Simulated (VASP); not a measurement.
# InP (F-43m) in VASP: electric field gradients with PBE

Aim: the electric field gradients of InP with PBE.

Everything below comes from runs of VASP 6.6.1. Logs are shortened: lines on timing, memory, paths and dates and some standing lists are left out, and cuts for length are marked.

## 1. The cell of the first run

It takes space group F-43m (No. 216, cubic). Conventional cell: a = 5.861 Å, b = 5.861 Å, c = 5.861 Å, α = 90.00°, β = 90.00°, γ = 90.00°. In (site symmetry -43m) has 4 P at 2.54 Å within 3.3 Å. P (site symmetry -43m) has 4 In at 2.54 Å within 3.3 Å.

## 2. Electric field gradients, PBE

File INCAR:

```
PREC = Accurate
ENCUT = 520
EDIFF = 1E-8
ISMEAR = -1
SIGMA = 0.02
LREAL = F
LASPH = T
NELM = 60
ALGO = Normal
ISIF = 2
LWAVE = F
LCHARG = F
GGA = PE
LEFG = T
NBANDS = 16
```

File KPOINTS:

```
regular mesh
0
Gamma
  8 8 8
```

File POSCAR:

```
InP
1.0
    0.0000000000      2.9305000000      2.9305000000
    2.9305000000      0.0000000000      2.9305000000
    2.9305000000      2.9305000000      0.0000000000
In P
1 1
Direct
    0.0000000000      0.0000000000      0.0000000000
    0.2500000000      0.2500000000      0.2500000000
```

Potentials or basis: VASP PAW PBE potentials, release 64 (In_d, P).

Run with:

```sh
> cat potpaw_PBE.64/In_d/POTCAR potpaw_PBE.64/P/POTCAR > POTCAR
> mpirun -np 1 vasp_std > vasp.out
```

OUTCAR:

```text
PREC = Accurate
   ENCUT = 520
   EDIFF = 1E-8
   ISMEAR = -1
   LREAL = F
   LASPH = T
   NELM = 60
   ISIF = 2
   GGA = PE

 ion  position               nearest neighbor table
   1  0.000  0.000  0.000-   2 2.54   2 2.54   2 2.54   2 2.54
   2  0.250  0.250  0.250-   1 2.54   1 2.54   1 2.54   1 2.54

  LATTYP: Found a face centered cubic cell.
 ALAT       =     5.8610000000

  Lattice vectors:

 A1 = (   0.0000000000,   2.9305000000,   2.9305000000)
 A2 = (   2.9305000000,   0.0000000000,   2.9305000000)
 A3 = (   2.9305000000,   2.9305000000,   0.0000000000)

Analysis of symmetry for initial positions (statically):
=====================================================================
 Subroutine PRICEL returns:
 Original cell was already a primitive cell.

 Routine SETGRP: Setting up the symmetry group for a
 face centered cubic supercell.

 Subroutine GETGRP returns: Found 24 space group operations
 (whereof 24 operations were pure point group operations)
 out of a pool of 48 trial point group operations.

The static configuration has the point symmetry T_d .

Analysis of symmetry for dynamics (positions and initial velocities):
=====================================================================
 Subroutine PRICEL returns:
 Original cell was already a primitive cell.

 Routine SETGRP: Setting up the symmetry group for a
 face centered cubic supercell.

 Subroutine GETGRP returns: Found 24 space group operations
 (whereof 24 operations were pure point group operations)
 out of a pool of 48 trial point group operations.

The dynamic configuration has the point symmetry T_d .

 Subroutine INISYM returns: Found 24 space group operations
 (whereof 24 operations are pure point group operations),
 and found     1 'primitive' translations

----------------------------------------------------------------------------------------

                                     Primitive cell

  volume of cell :      50.3333

  direct lattice vectors                    reciprocal lattice vectors
     0.000000000  2.930500000  2.930500000    -0.170619348  0.170619348  0.170619348
[... 121 lines left out ...]
   NGX = 15   NGY = 15   NGZ = 15

 number of electron      18.0000005 magnetization

 Free energy of the ion-electron system (eV)
  ---------------------------------------------------
  ext. energy  EPLUGINS =         0.00000000
  ---------------------------------------------------
  free energy    TOTEN  =        -8.38078732 eV

  energy without entropy =       -8.38078732  energy(sigma->0) =       -8.38078732

 E-fermi :   5.5630     XC(G=0):  -9.2826

 val. band max:        5.1894244112   @ k =   0.0000   0.0000   0.0000
 cond. band min:       5.9014784607   @ k =   0.0000   0.0000   0.0000
 fundamental gap:      0.7120540495
 Fermi energy:         5.5630494355

 k-point     1 :       0.0000    0.0000    0.0000
  band No.  band energies     occupation
      1      -8.9969      2.00000
      2      -8.9969      2.00000
      3      -8.9969      2.00000
      4      -8.8448      2.00000
      5      -8.8448      2.00000
      6      -6.3279      2.00000
[... 433 lines left out ...]
      3      -8.9283      2.00000
      4      -8.8502      2.00000
      5      -8.8317      2.00000
      6      -4.2860      2.00000
[... 8 lines left out ...]
     15      15.8992      0.00000
     16      16.5206      0.00000

 [... further k-points ...]

------------------------ aborting loop because EDIFF is reached ----------------------------------------

  FORCE on cell =-STRESS in cart. coord.  units (eV):
  Direction    XX          YY          ZZ          XY          YZ          ZX
  --------------------------------------------------------------------------------------
  -------------------------------------------------------------------------------------
  Total        1.0305709      1.0305709      1.0305709      0.0000000      0.0000000      0.0000000
  in kB       32.8044893     32.8044893     32.8044893      0.0000000      0.0000000      0.0000000
  external PRESSURE =      32.8044893 kB  Pullay stress =       0.0000000 kB

 VOLUME and BASIS-vectors are now :
 -----------------------------------------------------------------------------
  energy-cutoff  :      520.00
  volume of cell :       50.33
      direct lattice vectors                 reciprocal lattice vectors
     0.000000000  2.930500000  2.930500000    -0.170619348  0.170619348  0.170619348
     2.930500000  0.000000000  2.930500000     0.170619348 -0.170619348  0.170619348
     2.930500000  2.930500000  0.000000000     0.170619348  0.170619348 -0.170619348

 POSITION                                       TOTAL-FORCE (eV/Angst)
 -----------------------------------------------------------------------------------
      0.00000      0.00000      0.00000         0.000000      0.000000      0.000000
      1.46525      1.46525      1.46525        -0.000000     -0.000000     -0.000000
 -----------------------------------------------------------------------------------
    total drift:                               -0.000000     -0.000000     -0.000000

  FREE ENERGIE OF THE ION-ELECTRON SYSTEM (eV)
  ---------------------------------------------------
  free  energy   TOTEN  =        -8.3807873156 eV

  energy  without entropy=       -8.3807873155  energy(sigma->0) =       -8.38078732

 Electric field gradients (V/A^2)
---------------------------------------------------------------------
 ion       V_xx      V_yy      V_zz      V_xy      V_xz      V_yz
---------------------------------------------------------------------
   1       0.000    -0.000    -0.000     0.002     0.002     0.002
   2       0.000    -0.000     0.000    -0.000    -0.000    -0.000
---------------------------------------------------------------------

 Electric field gradients after diagonalization (V/A^2)
 (convention: |V_zz| > |V_xx| > |V_yy|)
----------------------------------------------------------------------
 ion       V_xx      V_yy      V_zz     asymmetry (V_yy - V_xx)/ V_zz
----------------------------------------------------------------------
   1      -0.002    -0.002     0.005       0.000
   2       0.000     0.000    -0.001       0.000
----------------------------------------------------------------------

           NMR quadrupolar parameters

 Cq : quadrupolar parameter    Cq=e*Q*V_zz/h
 eta: asymmetry parameters     (V_yy - V_xx)/ V_zz
 Q  : nuclear electric quadrupole moment in mb (millibarn)
----------------------------------------------------------------------
 ion       Cq(MHz)       eta       Q (mb)
----------------------------------------------------------------------
   1       0.000       0.000       1.000
   2      -0.000       0.000       1.000
----------------------------------------------------------------------
```

Wall time 26 s (1 thread of Intel Xeon Platinum 8259CL at 2.50GHz (Skylake/Cascade Lake), shared host); peak memory 0.18 GiB.

What came out:

```yaml
Free_energy: -8.3808 eV
Pressure: 3.3 GPa
Band_gap_on_the_k_mesh: 0.71 eV, direct
```

Caveat: without QUAD_EFG the Cq values of the log hold for a quadrupole moment of 1 mb, not for the nuclei; spin-orbit coupling is left out, which moves the levels of the heavy elements. As with any semilocal functional, this PBE gap is likely too small.
